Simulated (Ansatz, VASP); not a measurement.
**One calculation of TePb, two programs**

INCAR

```
ALGO = Normal
EDIFF = 1E-8
ENCUT = 520
GGA = PS
ISIF = 2
ISMEAR = -1
LASPH = True
LCHARG = False
LEFG = True
LREAL = False
LWAVE = False
NBANDS = 17
NELM = 80
PREC = Accurate
SIGMA = 0.03
```

File KPOINTS:

```
k-points
0
Gamma
  10 10 10
```

The input POSCAR:

```
TePb
1.0
    0.0000000000      3.1833865456      3.1833865456
    3.1833865456      0.0000000000      3.1833865456
    3.1833865456      3.1833865456      0.0000000000
Te Pb
1 1
Direct
    0.5000000000      0.5000000000      0.5000000000
    0.0000000000      0.0000000000      0.0000000000
```

Input for Ansatz:

```yaml
crystal:
  lattice:
    - [0.0, 3.1833865456, 3.1833865456]
    - [3.1833865456, 0.0, 3.1833865456]
    - [3.1833865456, 3.1833865456, 0.0]
  atoms:
    - { symbol: Te, position: [0.5, 0.5, 0.5] }
    - { symbol: Pb, position: [0.0, 0.0, 0.0] }
kpoints:
  mp_grid: { grid: [10, 10, 10] }
scf:
  occupations: { method: fermi_dirac, width: 0.03 }
hamiltonian:
  xc: pbesol
  pseudopotentials: { kind: all_electron, datasets: crystal }
output:
  forces: true
  stress: true
  eigenvalues: true
  efg: { contact_densities: true }
```

Change from the starting cell: volume scaled by 0.96, crystal datasets.

Alike in both runs: task electric field gradients; functional PBEsol; k mesh 10 × 10 × 10; occupations fermi-dirac, width 0.03 eV; no spin polarisation.

|  | VASP | Ansatz |
| --- | --- | --- |
| version | VASP 6.6.1 | Ansatz 0.2.0 |
| potentials or method | VASP PAW PBE potentials, release 64 (Te, Pb_d), cutoff 520 eV | all-electron PAW with datasets made for the crystal, scalar-relativistic |

|  | VASP | Ansatz | Ansatz less VASP |
| --- | --- | --- | --- |
| pressure (GPa) | 1.7 | 1.7 | +0.03 |

VASP's potentials were made for PBE, not for PBEsol. Ansatz ran all-electron here, and VASP with PAW potentials.

Neither program's run includes spin-orbit coupling.
